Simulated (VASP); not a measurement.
A run of VASP 6.6.1:

File INCAR:

```
  ALGO = Normal
  EDIFF = 1E-7
  ENCUT = 520
  GGA = PE
  ISIF = 2
  ISMEAR = -1
  LASPH = T
  LCHARG = F
  LREAL = F
  LWAVE = F
  NBANDS = 33
  NELM = 100
  PREC = Accurate
  SIGMA = 0.1
```

Contents of KPOINTS:

```
k-points
0
Gamma
  5 5 8
```

The input POSCAR:

```
TaN
1.0
    5.0487085969      0.0000000000      0.0000000000
   -2.5243542985      4.3723099002      0.0000000000
    0.0000000000      0.0000000000      2.8282883066
Ta N
3 3
Direct
    0.0000000000      0.0000000000      0.0000000000
    0.3333333333      0.6666666667      0.5000000000
    0.6666666667      0.3333333333      0.5000000000
    0.5000000000      0.0000000000      0.0000000000
    0.5000000000      0.5000000000      0.0000000000
    0.0000000000      0.5000000000      0.0000000000
```

Potentials or basis: VASP PAW PBE potentials, release 64 (Ta_pv, N).

Launch:

```console
$ cat potpaw_PBE.64/Ta_pv/POTCAR potpaw_PBE.64/N/POTCAR > POTCAR
$ mpirun -np 1 vasp_std > vasp.out
```

Hardware: 1 thread of Intel Xeon 8259CL, with other jobs on the host.

Task: Estimate the wall time of this run.

Result: Run time: 66 s on 1 thread of Intel Xeon 8259CL, on a shared host, peak memory 0.21 GiB. Counts: scf iterations 16, k points 25.
